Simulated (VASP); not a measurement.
Cu: single point with PBE

Crystal: Cu.

```
Cu
1.0
     0.00000    1.95600    1.81067
     1.95600    0.00000    1.81067
     1.95600    1.95600    0.00000
Cu
1
Direct
  0.00000 0.00000 0.00000
```

| Quantity | Value |
| --- | --- |
| Program | VASP 6.6.1 |
| Task | single point |
| Functional | PBE |
| Potentials or basis | VASP PAW PBE potentials, release 64 (Cu_sv_GW) |
| Cutoff | 820 eV |
| k mesh | 24 × 24 × 24 |
| Occupations | gaussian, width 0.15 eV |
| Spin | no spin polarisation |

```json
{
 "Pressure": "-14.5 GPa",
 "Band gap on the k mesh": "zero (an odd number of electrons rules out a gap without spin polarisation)"
}
```

Stress tensor (GPa, compression positive):
```
-15.13   0.00   0.00
  0.00 -15.13   0.00
  0.00   0.00 -13.10
```

Levels at points of the mesh, in eV from the Fermi level:
```csv
k point,band 6,band 7,band 8,band 9,band 10,band 11,band 12,band 13,band 14,band 15
"(0.00, 0.00, 0.00)",-2.64,-2.64,-2.36,-2.06,-1.79,21.40,22.79,22.79,22.82,25.18
"(0.50, 0.00, 0.00)",-2.73,-2.43,-1.52,-1.40,-0.58,3.04,18.56,18.85,21.96,21.99
"(0.50, 0.50, 0.00)",-3.68,-1.47,-1.33,-1.33,2.60,7.34,10.79,10.79,15.15,16.66
"(0.50, 0.00, 0.50)",-3.63,-1.49,-1.45,-1.27,1.11,5.44,12.37,12.59,16.55,18.40
```

Run time: 9.5 min on 1 thread of AMD EPYC 7R43 64-Core Processor (Zen 3), on a shared host, peak memory 0.61 GiB.

Caveat: the cell stands under tension.
